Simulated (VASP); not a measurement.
# BeAl3 (I4/mmm) in VASP: notebook, part 2 of 2

VASP 6.6.1.

**3. Single point, PBE**

Contents of INCAR:

```
  PREC = Accurate
  ENCUT = 520
  EDIFF = 1E-7
  ISMEAR = -1
  SIGMA = 0.05
  LREAL = False
  LASPH = True
  NELM = 60
  ALGO = Normal
  ISIF = 2
  LWAVE = False
  LCHARG = True
  GGA = PE
  LELF = True
  LVHAR = True
  NBANDS = 14
```

Contents of KPOINTS:

```
regular mesh
0
Gamma
  10 10 10
```

Contents of POSCAR:

```
BeAl3
1.0
   -1.9421994337      1.9421994337      3.8769821070
    1.9421994337     -1.9421994337      3.8769821070
    1.9421994337      1.9421994337     -3.8769821070
Al Be
3 1
Direct
    0.5000000000      0.5000000000      0.0000000000
    0.2500000000      0.7500000000      0.5000000000
    0.7500000000      0.2500000000      0.5000000000
    0.0000000000      0.0000000000      0.0000000000
```

Potentials or basis: VASP PAW PBE potentials, release 64 (Al, Be).

On the command line:

```bash
$ cat potpaw_PBE.64/Al/POTCAR potpaw_PBE.64/Be/POTCAR > POTCAR
$ mpirun -np 1 vasp_std > vasp.out
```

Run time: 32 s. Hardware: 1 thread of Intel Xeon 6975P-C (Granite Rapids), shared host; peak memory 0.24 GiB.

It converged, with:

| Property | Result |
| --- | --- |
| Free energy | -14.3838 eV |
| Pressure | 0.1 GPa |

Levels at points of the mesh, in eV from the Fermi level:
| k point | band 1 | band 2 | band 3 | band 4 | band 5 | band 6 | band 7 | band 8 | band 9 | band 10 |
| --- | --- | --- | --- | --- | --- | --- | --- | --- | --- | --- |
| (0.00, 0.00, 0.00) | -11.05 | -2.61 | -0.62 | -0.39 | -0.39 | -0.33 | -0.33 | 0.34 | 1.21 | 2.31 |
| (0.50, 0.00, 0.00) | -8.37 | -7.83 | -3.56 | -3.38 | 0.07 | 0.33 | 1.77 | 2.58 | 4.21 | 5.28 |
| (0.50, 0.50, 0.00) | -6.49 | -6.31 | -4.58 | -4.26 | -3.92 | -3.12 | 1.59 | 2.28 | 3.53 | 4.20 |
| (0.50, 0.50, 0.50) | -9.03 | -8.30 | -2.62 | -2.62 | -0.66 | -0.66 | 5.72 | 6.13 | 6.13 | 6.44 |

**4. Single point, PBE**

This run uses another cell than the first one, of 14.61 Å³/atom, 0.998 times its volume.

Contents of INCAR:

```
SYSTEM = BeAl3
ALGO = Normal ; EDIFF = 1E-7
ENCUT = 520 ; GGA = PE
ISIF = 2 ; ISMEAR = -1
LASPH = .True. ; LCHARG = .True.
LELF = .True. ; LREAL = .False.
LVHAR = .True. ; LWAVE = .False.
NBANDS = 14 ; NELM = 60
PREC = Accurate ; SIGMA = 0.05
```

Contents of KPOINTS:

```
k-points
0
Gamma
  10 10 10
  0 0 0
```

Contents of POSCAR:

```
BeAl3
1.0
   -1.9413992573      1.9413992573      3.8751350981
    1.9413992573     -1.9413992573      3.8751350981
    1.9413992573      1.9413992573     -3.8751350981
Al Be
3 1
Direct
    0.5000000000      0.5000000000      0.0000000000
    0.2500000000      0.7500000000      0.5000000000
    0.7500000000      0.2500000000      0.5000000000
    0.0000000000      0.0000000000      0.0000000000
```

Potentials or basis: VASP PAW PBE potentials, release 64 (Al, Be).

On the command line:

```bash
$ cat potpaw_PBE.64/Al/POTCAR potpaw_PBE.64/Be/POTCAR > POTCAR
$ mpirun -np 1 vasp_std > vasp.out
```

OUTCAR:

```text
SYSTEM = BeAl3
   EDIFF = 1E-7
   ENCUT = 520
   GGA = PE
   ISIF = 2
   ISMEAR = -1
   LASPH = .True.
   LREAL = .False.
   NELM = 60
   PREC = Accurate

 ion  position               nearest neighbor table
   1  0.500  0.500  0.000-   2 2.74   3 2.74   2 2.74   3 2.74   2 2.74   3 2.74   2 2.74   3 2.74
                             4 2.75   4 2.75   4 2.75   4 2.75
   2  0.250  0.750  0.500-   4 2.74   1 2.74   1 2.74   4 2.74   1 2.74   4 2.74   4 2.74   1 2.74
                             3 2.75   3 2.75   3 2.75   3 2.75
[... 607 lines left out ...]
 [... further k-points ...]
[... 5 lines left out ...]
  --------------------------------------------------------------------------------------
  -------------------------------------------------------------------------------------
  Total        0.0649089      0.0649089      0.0640533      0.0000000      0.0000000      0.0000000
  in kB        1.7800741      1.7800741      1.7566109      0.0000000      0.0000000      0.0000000
  external PRESSURE =       1.7722530 kB  Pullay stress =       0.0000000 kB

 VOLUME and BASIS-vectors are now :
 -----------------------------------------------------------------------------
  energy-cutoff  :      520.00
  volume of cell :       58.42
      direct lattice vectors                 reciprocal lattice vectors
    -1.941399257  1.941399257  3.875135098     0.000000000  0.257546199  0.129027760
     1.941399257 -1.941399257  3.875135098     0.257546199  0.000000000  0.129027760
     1.941399257  1.941399257 -3.875135098     0.257546199  0.257546199  0.000000000

 POSITION                                       TOTAL-FORCE (eV/Angst)
 -----------------------------------------------------------------------------------
      0.00000      0.00000      3.87514         0.000000      0.000000      0.000000
      1.94140      0.00000      1.93757        -0.000000     -0.000000     -0.000000
      0.00000      1.94140      1.93757         0.000000      0.000000     -0.000000
      0.00000      0.00000      0.00000         0.000000      0.000000      0.000000
 -----------------------------------------------------------------------------------
    total drift:                               -0.000000     -0.000000     -0.000000

  FREE ENERGIE OF THE ION-ELECTRON SYSTEM (eV)
  ---------------------------------------------------
  free  energy   TOTEN  =       -14.3837341471 eV

  energy  without entropy=      -14.3740816471  energy(sigma->0) =      -14.37890790
```

OSZICAR:

```text
N       E                     dE             d eps       ncg     rms          rms(c)
DAV:   1     0.452621541734E+01    0.45262E+01   -0.39214E+03  2856   0.603E+02
DAV:   2    -0.138648285128E+02   -0.18391E+02   -0.17286E+02  3780   0.864E+01
DAV:   3    -0.144780228789E+02   -0.61319E+00   -0.60987E+00  3808   0.135E+01
DAV:   4    -0.144839910922E+02   -0.59682E-02   -0.59676E-02  3380   0.171E+00
DAV:   5    -0.144841290572E+02   -0.13796E-03   -0.13796E-03  3808   0.266E-01    0.255E+00
DAV:   6    -0.144149563112E+02    0.69173E-01   -0.53075E-02  3462   0.923E-01    0.145E+00
DAV:   7    -0.143859620905E+02    0.28994E-01   -0.30916E-02  3686   0.766E-01    0.286E-01
DAV:   8    -0.143837736926E+02    0.21884E-02   -0.26766E-03  3418   0.249E-01    0.685E-02
DAV:   9    -0.143837335375E+02    0.40155E-04   -0.15704E-04  3678   0.689E-02    0.471E-02
DAV:  10    -0.143837336760E+02   -0.13844E-06   -0.55126E-06  3514   0.130E-02    0.268E-02
DAV:  11    -0.143837341138E+02   -0.43786E-06   -0.71848E-07  3660   0.415E-03    0.697E-03
DAV:  12    -0.143837341471E+02   -0.33297E-07   -0.16502E-07  2844   0.200E-03
   1 F= -.14383734E+02 E0= -.14378908E+02  d E =-.965250E-02
```

stdout:

```text
POSCAR found type information on POSCAR AlBe
 POSCAR found :  2 types and       4 ions
 scaLAPACK will be used
 LDA part: xc-table for (Slater+PW92), standard interpolation
 POSCAR, INCAR and KPOINTS ok, starting setup
 FFT: planning ... GRIDC
 FFT: planning ... GRID_SOFT
 FFT: planning ... GRID
 WAVECAR not read
 entering main loop
```

Run time: 35 s. Hardware: 1 thread of Intel Xeon 6975P-C (Granite Rapids), shared host; peak memory 0.23 GiB.

Results:

```
Free energy : -14.3837 eV
Pressure    : 0.2 GPa
```

**5. Single point, PBE**

Contents of INCAR:

```
SYSTEM = BeAl3
PREC = Accurate
ENCUT = 520
EDIFF = 1E-6
ISMEAR = -1
SIGMA = 0.05
LREAL = .False.
LASPH = .True.
NELM = 80
ALGO = Normal
ISIF = 2
LWAVE = .False.
LCHARG = .False.
GGA = PE
NBANDS = 14
```

Contents of KPOINTS:

```
Automatic mesh
0
Gamma
  10 10 10
  0 0 0
```

Contents of POSCAR:

```
BeAl3
1.0
   -1.9415038155      1.9415038155      3.8756192189
    1.9415038155     -1.9415038155      3.8756192189
    1.9415038155      1.9415038155     -3.8756192189
Al Be
3 1
Direct
    0.5000000000      0.5000000000      0.0000000000
    0.2500000000      0.7500000000      0.5000000000
    0.7500000000      0.2500000000      0.5000000000
    0.0000000000      0.0000000000      0.0000000000
```

On the command line:

```bash
$ cat potpaw_PBE.64/Al/POTCAR potpaw_PBE.64/Be/POTCAR > POTCAR
$ mpirun -np 1 vasp_std > vasp.out
```

It took 29 s on 1 thread of Intel Xeon 6975P-C (Granite Rapids), shared host; peak memory 0.23 GiB.

The run converged. Its results:

```yaml
Free_energy: -14.3837 eV
Pressure: 0.2 GPa
```

Levels at points of the mesh, in eV from the Fermi level:
```csv
k point,band 1,band 2,band 3,band 4,band 5,band 6,band 7,band 8,band 9,band 10
"(0.00, 0.00, 0.00)",-11.05,-2.61,-0.62,-0.39,-0.39,-0.33,-0.33,0.34,1.21,2.32
"(0.50, 0.00, 0.00)",-8.38,-7.83,-3.57,-3.38,0.07,0.33,1.77,2.58,4.22,5.29
"(0.50, 0.50, 0.00)",-6.49,-6.31,-4.58,-4.27,-3.92,-3.12,1.59,2.28,3.53,4.21
"(0.50, 0.50, 0.50)",-9.03,-8.30,-2.63,-2.63,-0.66,-0.66,5.72,6.13,6.13,6.44
```

**6. Single point, PBE**

This run uses another cell than the first one, of 14.61 Å³/atom, 0.998 times its volume.

Contents of INCAR:

```
ALGO = Normal
EDIFF = 1E-6
ENCUT = 520
GGA = PE
ISIF = 2
ISMEAR = -1
LASPH = T
LCHARG = T
LELF = T
LREAL = F
LVHAR = T
LWAVE = F
NBANDS = 14
NELM = 60
PREC = Accurate
SIGMA = 0.05
```

Contents of KPOINTS:

```
k-points
0
Gamma
  10 10 10
```

Contents of POSCAR:

```
BeAl3
1.0
   -1.9413946548      1.9413946548      3.8753332763
    1.9413946548     -1.9413946548      3.8753332763
    1.9413946548      1.9413946548     -3.8753332763
Al Be
3 1
Direct
    0.5000000000      0.5000000000      0.0000000000
    0.2500000000      0.7500000000      0.5000000000
    0.7500000000      0.2500000000      0.5000000000
    0.0000000000      0.0000000000      0.0000000000
```

Potentials or basis: VASP PAW PBE potentials, release 64 (Al, Be).

On the command line:

```bash
$ cat potpaw_PBE.64/Al/POTCAR potpaw_PBE.64/Be/POTCAR > POTCAR
$ mpirun -np 1 vasp_std > vasp.out
```

Wall time 31 s (1 thread of Intel Xeon 6975P-C (Granite Rapids), shared host); peak memory 0.23 GiB.

The run converged. Its results:

```
Free energy : -14.3837 eV
Pressure    : 0.2 GPa
```

Levels at points of the mesh, in eV from the Fermi level:
```tsv
k point	band 1	band 2	band 3	band 4	band 5	band 6	band 7	band 8	band 9	band 10
(0.00, 0.00, 0.00)	-11.05	-2.61	-0.62	-0.39	-0.39	-0.33	-0.33	0.34	1.21	2.32
(0.50, 0.00, 0.00)	-8.38	-7.83	-3.57	-3.38	0.07	0.33	1.77	2.58	4.22	5.29
(0.50, 0.50, 0.00)	-6.49	-6.32	-4.58	-4.27	-3.92	-3.12	1.59	2.28	3.53	4.21
(0.50, 0.50, 0.50)	-9.04	-8.31	-2.63	-2.63	-0.66	-0.66	5.73	6.14	6.14	6.44
```

**7. Overview**

```tsv
cell	gap on the mesh (eV)	pressure (GPa)
a = 4.753 Å, angles 131.7, 131.7, 70.6°, 4 atoms	none	0.0
a = 4.751 Å, angles 131.7, 131.7, 70.6°, 4 atoms	none	0.1
a = 4.749 Å, angles 131.7, 131.7, 70.6°, 4 atoms	none	0.2
a = 4.750 Å, angles 131.7, 131.7, 70.6°, 4 atoms	none	0.2
```

Alike in all rows: task single point; level PBE; potentials or basis VASP PAW PBE potentials, release 64 (Al, Be); no spin polarisation; k mesh 10 × 10 × 10; cutoff (eV) 520; smearing fermi-dirac 0.05 eV.

Total energies depend on the potentials used, so only differences within one code and one set of settings carry meaning.
